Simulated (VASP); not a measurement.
A run of VASP 6.6.1:

File INCAR:

```
ALGO     = Normal         # electronic algorithm
EDIFF    = 1E-7           # SCF threshold, eV
ENCUT    = 520            # plane-wave cutoff, eV
GGA      = PE             # functional
ISIF     = 2              # what is computed and relaxed
ISMEAR   = -1             # smearing method
LASPH    = True           # aspherical terms in the spheres
LCHARG   = False          # write CHGCAR
LREAL    = False          # projectors in reciprocal space
LWAVE    = False          # write WAVECAR
NBANDS   = 16             # bands
NELM     = 60             # most SCF steps
PREC     = Accurate       # precision mode
SIGMA    = 0.08           # smearing width, eV
```

Contents of KPOINTS:

```
k-points
0
Gamma
  9 9 9
```

POSCAR

```
CdTe
1.0
    0.0000000000      3.2375389054      3.1409000000
    3.2375389054      0.0000000000      3.1409000000
    3.2375389054      3.2375389054      0.0000000000
Cd Te
1 1
Direct
    0.0000000000      0.0000000000      0.0000000000
    0.7500000000      0.7500000000      0.7500000000
```

Potentials or basis: VASP PAW PBE potentials, release 64 (Cd, Te).

Command:

```sh
$ cat potpaw_PBE.64/Cd/POTCAR potpaw_PBE.64/Te/POTCAR > POTCAR
$ mpirun -np 1 vasp_std > vasp.out
```

Hardware: 1 thread of AMD EPYC 7R13, on a shared host.

Problem. How long does it take, and how much memory?

Solution. Wall time 3 min on 1 thread of AMD EPYC 7R13 (shared host), peak memory 0.23 GiB. Counts: scf iterations 16, k points 75.
